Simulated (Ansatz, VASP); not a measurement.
# CsBr: VASP beside Ansatz

```xyz
2
Lattice="4.2860 0.0000 0.0000 0.0000 4.2860 0.0000 0.0000 0.0000 4.2860" Properties=species:S:1:pos:R:3 pbc="T T T"
Cs    0.0000    0.0000    0.0000
Br    2.1430    2.1430    2.1430
```

Alike in both runs: task single point; functional r2SCAN; k mesh 6 × 6 × 6; occupations gaussian, width 0.02 eV; no spin polarisation.

```csv
,VASP,Ansatz
version,VASP 6.6.1,Ansatz 0.2.0
potentials or method,"VASP PAW PBE potentials, release 64 (Cs_sv, Br), cutoff 550 eV","scalar-relativistic, plane waves, PAW"
valence electrons in the cell,16,16
```

Ansatz gave:

| Item | Value |
| --- | --- |
| gap on the k mesh at the Fermi level (eV) | 5.30 |
| least direct gap on the mesh (eV) | 5.30 |
| pressure (GPa) | 0.4 |

What did VASP give for the same quantities?

gap on the k mesh at the Fermi level (eV): 5.29; least direct gap on the mesh (eV): 5.29; pressure (GPa): 0.5.

VASP's potentials were made for PBE, not for r2SCAN. The functional is the same, so the differences come from potentials, cutoffs and numerics.

Spin-orbit coupling is off throughout.
